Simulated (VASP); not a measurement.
Input of a VASP 6.6.1 run:

File INCAR:

```
SYSTEM = LiH
ALGO = Normal ; EDIFF = 1E-6
ENCUT = 520 ; GGA = PE
ISIF = 2 ; ISMEAR = 0
LASPH = .True. ; LCHARG = .False.
LREAL = .False. ; LWAVE = .False.
NBANDS = 12 ; NELM = 60
PREC = Accurate ; SIGMA = 0.01
```

File KPOINTS:

```
k-points
0
Gamma
  9 9 4
  0 0 0
```

POSCAR

```
LiH
1.0
    2.8091901471      0.0000000000      0.0000000000
   -1.4045950735      2.4328300314      0.0000000000
    0.0000000000      0.0000000000      4.9331384383
Li H
2 2
Direct
    0.0000000000      0.0000000000      0.0000000000
    0.0000000000      0.0000000000      0.5000000000
    0.3333333333      0.6666666667      0.2500000000
    0.6666666667      0.3333333333      0.7500000000
```

Potentials or basis: VASP PAW PBE potentials, release 64 (Li_sv, H).

Launch:

```console
$ cat potpaw_PBE.64/Li_sv/POTCAR potpaw_PBE.64/H/POTCAR > POTCAR
$ mpirun -np 1 vasp_std > vasp.out
```

Question: Predict the band gap on the k mesh.

Answer: 4.45 eV, indirect (least direct gap 4.95 eV).

 A k mesh can miss the band edges.
